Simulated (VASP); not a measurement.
# Ca2Be (P6/mmm) in VASP: a series of runs

Ca2Be is run at these levels: PBE; tasks: single point, relaxation of cell and atoms.

All numbers are computed with VASP 6.6.1; they aren't measurements. Logs are shortened: lines on timing, memory, paths and dates and some standing lists are left out, and cuts for length are marked.

## (1) The cell of the first run

The structure is hexagonal, space group P6/mmm (No. 191). The conventional cell has a = 5.247 Å, b = 5.247 Å, c = 3.224 Å, α = 90.00°, β = 90.00°, γ = 120.00°. Within 4.0 Å of Ca (site symmetry -6m2) lie 5 Ca at 3.03 to 3.22 Å and 6 Be at 3.43 Å. Be (site symmetry 6/mmm) has 2 Be at 3.22 Å and 12 Ca at 3.43 Å within 4.2 Å.

## (2) Single point, PBE

File INCAR:

```
  PREC = Accurate
  ENCUT = 520
  EDIFF = 1E-6
  ISMEAR = 0
  SIGMA = 0.1
  LREAL = False
  LASPH = True
  NELM = 80
  ALGO = Fast
  ISIF = 2
  LWAVE = False
  LCHARG = False
  GGA = PE
  NBANDS = 18
```

File KPOINTS:

```
regular mesh
0
Gamma
  6 6 4
```

File POSCAR:

```
Ca2Be
1.0
    5.2472411472      0.0000000000      0.0000000000
   -2.6236205736      4.5442441333      0.0000000000
    0.0000000000      0.0000000000      3.2237364264
Ca Be
2 1
Direct
    0.3333333333      0.6666666667      0.5000000000
    0.6666666667      0.3333333333      0.5000000000
    0.0000000000      0.0000000000      0.0000000000
```

Potentials or basis: VASP PAW PBE potentials, release 64 (Ca_sv, Be).

Started as:

```console
$ cat potpaw_PBE.64/Ca_sv/POTCAR potpaw_PBE.64/Be/POTCAR > POTCAR
$ mpirun -np 1 vasp_std > vasp.out
```

OUTCAR:

```text
PREC = Accurate
   ENCUT = 520
   EDIFF = 1E-6
   ISMEAR = 0
   LREAL = False
   LASPH = True
   NELM = 80
   ISIF = 2
   GGA = PE

 ion  position               nearest neighbor table
   1  0.333  0.667  0.500-   2 3.03   2 3.03   2 3.03
   2  0.667  0.333  0.500-   1 3.03   1 3.03   1 3.03
   3  0.000  0.000  0.000-

  LATTYP: Found a hexagonal cell.
 ALAT       =     5.2472411472
 C/A-ratio  =     0.6143678813

  Lattice vectors:

 A1 = (   5.2472411472,   0.0000000000,   0.0000000000)
 A2 = (  -2.6236205736,   4.5442441333,   0.0000000000)
 A3 = (   0.0000000000,   0.0000000000,   3.2237364264)

Analysis of symmetry for initial positions (statically):
=====================================================================
 Subroutine PRICEL returns:
 Original cell was already a primitive cell.

 Routine SETGRP: Setting up the symmetry group for a
 hexagonal supercell.

 Subroutine GETGRP returns: Found 24 space group operations
 (whereof 24 operations were pure point group operations)
 out of a pool of 24 trial point group operations.

The static configuration has the point symmetry D_6h.

Analysis of symmetry for dynamics (positions and initial velocities):
=====================================================================
 Subroutine PRICEL returns:
 Original cell was already a primitive cell.

 Routine SETGRP: Setting up the symmetry group for a
 hexagonal supercell.

 Subroutine GETGRP returns: Found 24 space group operations
 (whereof 24 operations were pure point group operations)
 out of a pool of 24 trial point group operations.

The dynamic configuration has the point symmetry D_6h.

 Subroutine INISYM returns: Found 24 space group operations
 (whereof 24 operations are pure point group operations),
 and found     1 'primitive' translations

----------------------------------------------------------------------------------------

                                     Primitive cell

  volume of cell :      76.8692

  direct lattice vectors                    reciprocal lattice vectors
     5.247241147  0.000000000  0.000000000     0.190576338  0.110029300  0.000000000
    -2.623620574  4.544244133  0.000000000     0.000000000  0.220058600  0.000000000
     0.000000000  0.000000000  3.223736426     0.000000000  0.000000000  0.310199057

  length of vectors
     5.247241147  5.247241147  3.223736426     0.220058600  0.220058600  0.310199057

  position of ions in fractional coordinates (direct lattice)
     0.333333333  0.666666667  0.500000000
     0.666666667  0.333333333  0.500000000
     0.000000000  0.000000000  0.000000000

  ion indices of the primitive-cell ions
   primitive index   ion index
                 1           1
                 2           2
                 3           3

----------------------------------------------------------------------------------------

 KPOINTS: regular mesh

Automatic generation of k-mesh.
 Grid dimensions read from file:
 generate k-points for:    6    6    4

 Generating k-lattice:

  Cartesian coordinates                     Fractional coordinates (reciprocal lattice)
     0.031762723  0.018338217  0.000000000     0.166666667  0.000000000  0.000000000
     0.000000000  0.036676433  0.000000000     0.000000000  0.166666667  0.000000000
     0.000000000  0.000000000  0.077549764     0.000000000  0.000000000  0.250000000

  Length of vectors
     0.036676433  0.036676433  0.077549764

  Shift w.r.t. Gamma in fractional coordinates (k-lattice)
     0.000000000  0.000000000  0.000000000

 Subroutine IBZKPT returns following result:
 ===========================================

 Found     21 irreducible k-points:

 Following reciprocal coordinates:
            Coordinates               Weight
  0.000000  0.000000  0.000000      1.000000
  0.166667 -0.000000  0.000000      6.000000
  0.333333 -0.000000  0.000000      6.000000
  0.500000 -0.000000  0.000000      3.000000
  0.166667  0.166667  0.000000      6.000000
  0.333333  0.166667  0.000000     12.000000
[... 13 lines left out ...]
  0.333333  0.166667  0.500000     12.000000
  0.333333  0.333333  0.500000      2.000000
   k-points           NKPTS =     21   k-points in BZ     NKDIM =     21   number of bands    NBANDS=     18
   number of dos      NEDOS =    301   number of ions     NIONS =      3
   total plane-waves  NPLWV =  38400
   dimension x,y,z NGX =    40 NGY =   40 NGZ =   24
   dimension x,y,z NGXF=    80 NGYF=   80 NGZF=   48
   ions per type =               2   1
   NGX,Y,Z   is equivalent  to a cutoff of  12.67, 12.67, 12.38 a.u.
   NGXF,Y,Z  is equivalent  to a cutoff of  25.35, 25.35, 24.75 a.u.
 SYSTEM =  unknown system
   PREC   = accura    normal or accurate (medium, high low for compatibility)
   ISTART =      0    job   : 0-new  1-cont  2-samecut
   ICHARG =      2    charge: 1-file 2-atom 10-const
   ISPIN  =      1    spin polarized calculation?
   LNONCOLLINEAR =      F non collinear calculations
   LSORBIT =      F    spin-orbit coupling
   LASPH  =      T    aspherical Exc in radial PAW
   ENCUT  =  520.0 eV  38.22 Ry    6.18 a.u.   9.76  9.76  5.99*2*pi/ulx,y,z
   NELM   =     80;   NELMIN=  2; NELMDL= -5     # of ELM steps
   EDIFF  = 0.1E-05   stopping-criterion for ELM
   LREAL  =      F    real-space projection
   EDIFFG = 0.1E-04   stopping-criterion for IOM
   NSW    =      0    number of steps for IOM
   IBRION =     -1    ionic relax: 0-MD 1-quasi-New 2-CG
   NFREE  =      0    steps in history (QN), initial steepest desc. (CG)
   ISIF   =      2    stress and relaxation
   ISYM   =      2    0-nonsym 1-usesym 2-fastsym
   POTIM  = 0.5000    time-step for ionic-motion
   TEBEG  =    0.0;   TEEND  =   0.0 temperature during run
   PSTRESS=    0.0 pullay stress
   NELECT =      22.0000    total number of electrons
   NUPDOWN=      -1.0000    fix difference up-down
   EMIN   =  10.00;   EMAX   =-10.00  energy-range for DOS
   EFERMI =   0.00;   METHOD = LEGACY
   ISMEAR =     0;   SIGMA  =   0.10  broadening in eV -4-tet -1-fermi 0-gaus
   EFERMI_NEDOS =   21; number of points for ismear=-14 and -15
   IALGO  =     68    algorithm
   IMIX   =      4    mixing-type and parameters
     AMIX     =   0.40;   BMIX     =  1.00
     AMIX_MAG =   1.60;   BMIX_MAG =  1.00
  volume/ion in A,a.u.               =      25.62       172.91
  Fermi-wavevector in a.u.,A,eV,Ry     =   1.078860  2.038749 15.836343  1.163938
  Thomas-Fermi vector in A             =   2.214810
   LORBIT       =      0    0 simple, 1 ext, 2 COOP (PROOUT), +10 PAW based schemes
   GGA     = PE    functional components
   LHFCALC =     F    Hartree Fock is set to
   AEXX    =    0.0000 exact exchange contribution
   IVDW    =     0    specifies the selected vdW correction
   LEPSILON=     F    determine dielectric tensor
   LRPA    =     F    only Hartree local field effects (RPA)
 non-spin polarized calculation
 RMM-DIIS sequential band-by-band and
 Gauss-broadening in eV      SIGMA  =   0.10
  energy-cutoff  :      520.00
  volume of cell :       76.87
 maximum number of plane-waves:      2106
 NGX is ok and might be reduce to    40
   NGX = 19   NGY = 19   NGZ = 11

 number of electron      22.0000001 magnetization

 Free energy of the ion-electron system (eV)
  ---------------------------------------------------
  ext. energy  EPLUGINS =         0.00000000
  ---------------------------------------------------
  free energy    TOTEN  =        -5.81326675 eV

  energy without entropy =       -5.80253734  energy(sigma->0) =       -5.80790205

 E-fermi :   2.7705     XC(G=0):  -8.7446

 val. band max:        2.7440713151   @ k =   0.3333  -0.0000   0.2500
 cond. band min:       2.8094622802   @ k =   0.5000  -0.0000   0.0000
 fundamental gap:      0.0653909651
 Fermi energy:         2.7704880611

 k-point     1 :       0.0000    0.0000    0.0000
  band No.  band energies     occupation
      1     -38.6895      2.00000
      2     -38.5407      2.00000
      3     -19.9467      2.00000
      4     -19.9467      2.00000
      5     -19.4482      2.00000
      6     -19.4482      2.00000
[... 10 lines left out ...]
     17       6.7389      0.00000
     18       6.7391      0.00000

 k-point     2 :       0.1667   -0.0000    0.0000
  band No.  band energies     occupation
      1     -38.6808      2.00000
      2     -38.5496      2.00000
      3     -19.9593      2.00000
      4     -19.9240      2.00000
      5     -19.4730      2.00000
      6     -19.4348      2.00000
[... 10 lines left out ...]
     17       6.7424      0.00000
     18       6.8180      0.00000

 k-point     3 :       0.3333   -0.0000    0.0000
  band No.  band energies     occupation
      1     -38.6584      2.00000
      2     -38.5725      2.00000
      3     -19.9826      2.00000
      4     -19.8693      2.00000
      5     -19.5317      2.00000
      6     -19.4097      2.00000
[... 10 lines left out ...]
     17       6.6566      0.00000
     18       7.3328      0.00000

 k-point     4 :       0.5000   -0.0000    0.0000
  band No.  band energies     occupation
      1     -38.6403      2.00000
      2     -38.5907      2.00000
      3     -19.9936      2.00000
      4     -19.8334      2.00000
      5     -19.5696      2.00000
      6     -19.3980      2.00000
[... 312 lines left out ...]
      4     -19.8659      2.00000
      5     -19.8149      2.00000
      6     -19.7497      2.00000
[... 10 lines left out ...]
     17       5.7838      0.00000
     18       6.2582      0.00000

 k-point    20 :       0.3333    0.1667    0.5000
  band No.  band energies     occupation
      1     -38.5902      2.00000
      2     -38.5422      2.00000
      3     -19.9356      2.00000
      4     -19.8368      2.00000
      5     -19.7788      2.00000
      6     -19.7461      2.00000
[... 10 lines left out ...]
     17       6.5484      0.00000
     18       6.7615      0.00000

 k-point    21 :       0.3333    0.3333    0.5000
  band No.  band energies     occupation
      1     -38.5663      2.00000
      2     -38.5663      2.00000
      3     -19.9488      2.00000
      4     -19.8078      2.00000
      5     -19.8078      2.00000
      6     -19.6457      2.00000
[... 10 lines left out ...]
     17       6.6724      0.00000
     18       6.7424      0.00000

------------------------ aborting loop because EDIFF is reached ----------------------------------------

  FORCE on cell =-STRESS in cart. coord.  units (eV):
  Direction    XX          YY          ZZ          XY          YZ          ZX
  --------------------------------------------------------------------------------------
  -------------------------------------------------------------------------------------
  Total        0.0248375      0.0248375      0.0344029      0.0000000      0.0000000      0.0000000
  in kB        0.5176855      0.5176855      0.7170563      0.0000000      0.0000000      0.0000000
  external PRESSURE =       0.5841424 kB  Pullay stress =       0.0000000 kB

 VOLUME and BASIS-vectors are now :
 -----------------------------------------------------------------------------
  energy-cutoff  :      520.00
  volume of cell :       76.87
      direct lattice vectors                 reciprocal lattice vectors
     5.247241147  0.000000000  0.000000000     0.190576338  0.110029300  0.000000000
    -2.623620574  4.544244133  0.000000000     0.000000000  0.220058600  0.000000000
     0.000000000  0.000000000  3.223736426     0.000000000  0.000000000  0.310199057

 POSITION                                       TOTAL-FORCE (eV/Angst)
 -----------------------------------------------------------------------------------
     -0.00000      3.02950      1.61187         0.000000      0.000000      0.000000
      2.62362      1.51475      1.61187        -0.000000      0.000000      0.000000
      0.00000      0.00000      0.00000        -0.000000      0.000000      0.000000
 -----------------------------------------------------------------------------------
    total drift:                               -0.000000      0.000000      0.000000

  FREE ENERGIE OF THE ION-ELECTRON SYSTEM (eV)
  ---------------------------------------------------
  free  energy   TOTEN  =        -5.8132667489 eV

  energy  without entropy=       -5.8025373416  energy(sigma->0) =       -5.80790205
```

Run time: 30 s. Hardware: 1 thread of Intel Xeon Platinum 8259CL at 2.50GHz (Skylake/Cascade Lake), shared host; peak memory 0.19 GiB.

What came out:

```yaml
Free_energy: -5.8133 eV
Pressure: 0.1 GPa
Band_gap_on_the_k_mesh: zero (band 11 reaches 3.35 eV, above the bottom of band 12 at 2.46 eV)
```

Levels at points of the mesh, in eV from the Fermi level:
| k point | band 8 | band 9 | band 10 | band 11 | band 12 | band 13 | band 14 | band 15 |
| --- | --- | --- | --- | --- | --- | --- | --- | --- |
| (0.00, 0.00, 0.00) | -22.07 | -4.94 | -0.27 | -0.27 | 0.62 | 1.67 | 1.79 | 1.79 |
| (0.50, 0.00, 0.00) | -22.11 | -3.58 | -2.65 | -0.16 | 0.04 | 1.60 | 1.65 | 1.96 |
| (0.00, 0.00, 0.50) | -22.17 | -1.65 | -1.55 | 0.58 | 0.58 | 1.49 | 1.49 | 2.44 |
| (0.50, 0.00, 0.50) | -22.13 | -1.63 | -0.60 | -0.47 | -0.16 | 1.21 | 2.00 | 2.25 |

Caveat: the k points lie up to 0.49 Å⁻¹ apart.

## (3) Relaxation of cell and atoms, PBE

This run uses another cell than the first one, of 20.01 Å³/atom, 0.781 times its volume.

File INCAR:

```
SYSTEM = Ca2Be
  ALGO = Normal
  EDIFF = 1E-6
  EDIFFG = -0.04
  ENCUT = 600
  GGA = PE
  IBRION = 2
  ISIF = 3
  ISMEAR = 0
  LASPH = .TRUE.
  LCHARG = .FALSE.
  LREAL = .FALSE.
  LWAVE = .FALSE.
  NELM = 80
  NSW = 90
  PREC = Accurate
  SIGMA = 0.1
```

File KPOINTS:

```
k-points
0
G
  6 6 4
  0 0 0
```

File POSCAR:

```
Ca2Be
1.0
    4.0039203673      0.0000000000      0.0000000000
   -2.0019601837      3.4674967528      0.0000000000
    0.0000000000      0.0000000000      4.3231698318
Ca Be
2 1
Direct
    0.3333333333      0.6666666667      0.5000000000
    0.6666666667      0.3333333333      0.5000000000
    0.0000000000      0.0000000000      0.0000000000
```

Potentials or basis: VASP PAW PBE potentials, release 64 (Ca_sv, Be).

Started as:

```console
$ cat potpaw_PBE.64/Ca_sv/POTCAR potpaw_PBE.64/Be/POTCAR > POTCAR
$ mpirun -np 1 vasp_std > vasp.out
```

It took 2.4 min on 1 thread of Intel Xeon Platinum 8259CL at 2.50GHz (Skylake/Cascade Lake), shared host; peak memory 0.2 GiB.

It converged, with:

```
Free energy                            : -5.8062 eV
Relaxed volume                         : 25.62 Å³/atom
Relaxed cell                           : a = 5.249 Å, b = 5.249 Å, c = 3.221 Å, α = 90.00°, β = 90.00°, γ = 120.00°
Space group after relaxing (to 0.05 Å) : P6/mmm (No. 191)
Energy gained by relaxing              : 1231.5 meV/atom
Ionic steps                            : 10
Pressure after relaxing                : 0.0 GPa
Band gap on the k mesh                 : zero (band 11 reaches 3.35 eV, above the bottom of band 12 at 2.46 eV)
```

Stress tensor (GPa, compression positive):
```
-0.02  0.00  0.00
 0.00 -0.02  0.00
 0.00  0.00  0.19
```

The path:
```csv
step,energy change (eV),largest force (eV/Å),pressure (GPa),volume (Å³)
1,0.0000,0.0000,12.28,60.02
2,-2.2937,0.0000,1.81,73.08
3,-3.2845,0.0000,-1.70,83.44
4,-2.6428,0.0000,-3.28,100.26
5,-3.5488,0.0000,-3.02,89.86
6,-3.5445,0.0000,-2.92,88.86
7,-3.6645,0.0000,-1.29,81.59
8,-3.6645,0.0000,-1.24,81.42
9,-3.6933,0.0000,-0.23,77.68
10,-3.6944,0.0000,0.05,76.87
```

Final structure:
```xyz
3
Lattice="5.2492 0.0000 0.0000 -2.6246 4.5459 0.0000 0.0000 0.0000 3.2213" Properties=species:S:1:pos:R:3 pbc="T T T"
Ca    0.0000    3.0306    1.6107
Ca    2.6246    1.5153    1.6107
Be    0.0000    0.0000    0.0000
```

Levels at points of the mesh, in eV from the Fermi level:
```tsv
k point	band 7	band 8	band 9	band 10	band 11	band 12	band 13	band 14	band 15
(0.00, 0.00, 0.00)	-22.19	-22.07	-4.94	-0.27	-0.27	0.62	1.67	1.79	1.79
(0.50, 0.00, 0.00)	-22.15	-22.11	-3.58	-2.65	-0.16	0.04	1.60	1.65	1.95
(0.00, 0.00, 0.50)	-22.17	-22.17	-1.65	-1.55	0.58	0.58	1.49	1.49	2.45
(0.50, 0.00, 0.50)	-22.29	-22.13	-1.62	-0.59	-0.47	-0.16	1.21	2.00	3.47
```

Caveat: the k points lie up to 0.49 Å⁻¹ apart in the final cell; the volume moved by over 15 % at a fixed basis, so the end points are rough.

## (4) Single point, PBE

This run uses another cell than the first one, of 25.69 Å³/atom, 1.003 times its volume.

File INCAR:

```
  PREC = Accurate
  ENCUT = 520
  EDIFF = 1E-6
  ISMEAR = 0
  SIGMA = 0.1
  LREAL = False
  LASPH = True
  NELM = 100
  ALGO = Fast
  ISIF = 2
  LWAVE = False
  LCHARG = False
  GGA = PE
  NBANDS = 18
```

File KPOINTS:

```
Automatic mesh
0
Gamma
  12 12 14
```

File POSCAR:

```
Ca2Be
1.0
    5.2659796542      0.0000000000      0.0000000000
   -2.6329898271      4.5604721564      0.0000000000
    0.0000000000      0.0000000000      3.2094634393
Ca Be
2 1
Direct
    0.3333333333      0.6666666667      0.5000000000
    0.6666666667      0.3333333333      0.5000000000
    0.0000000000      0.0000000000      0.0000000000
```

Started as:

```console
$ cat potpaw_PBE.64/Ca_sv/POTCAR potpaw_PBE.64/Be/POTCAR > POTCAR
$ mpirun -np 1 vasp_std > vasp.out
```

It took 3.4 min on 1 thread of Intel Xeon Platinum 8259CL at 2.50GHz (Skylake/Cascade Lake), shared host; peak memory 0.33 GiB.

The run converged. Its results:

```
Free energy            : -5.7332 eV
Pressure               : 0.1 GPa
Band gap on the k mesh : zero (band 11 reaches 3.57 eV, above the bottom of band 12 at 2.38 eV)
```

Levels at points of the mesh, in eV from the Fermi level:
```
           k point  band 7  band 8  band 9  band 10  band 11  band 12  band 13  band 14  band 15  band 16
(0.00, 0.00, 0.00)  -22.17  -22.06   -4.95    -0.30    -0.30     0.60     1.64     1.77     1.77     3.39
(0.50, 0.00, 0.00)  -22.13  -22.10   -3.61    -2.66    -0.18     0.00     1.60     1.64     1.95     3.81
(0.00, 0.00, 0.50)  -22.16  -22.16   -1.65    -1.53     0.57     0.57     1.47     1.47     2.46     2.46
(0.50, 0.00, 0.50)  -22.27  -22.11   -1.62    -0.62    -0.47    -0.15     1.21     2.02     2.27     3.44
```

## (5) Overview

```tsv
task	cell	k mesh	cutoff (eV)	gap on the mesh (eV)	pressure (GPa)
single point	a = 5.247, b = 5.247, c = 3.224 Å, angles 90.0, 90.0, 120.0°, 3 atoms	6 × 6 × 4	520	none	0.1
relaxation of cell and atoms	relaxed from a = 4.004, b = 4.004, c = 4.323 Å, angles 90.0, 90.0, 120.0°, 3 atoms	6 × 6 × 4	600	none	0.0
single point	a = 5.266, b = 5.266, c = 3.209 Å, angles 90.0, 90.0, 120.0°, 3 atoms	12 × 12 × 14	520	none	0.1
```

Alike in all rows: level PBE; potentials or basis VASP PAW PBE potentials, release 64 (Ca_sv, Be); no spin polarisation; smearing gaussian 0.1 eV.

Caveats: some runs use coarse meshes; the volume moved by over 15 % at a fixed basis, so the end points are rough (some runs).

Absolute energies hang on the potentials; compare differences alone.
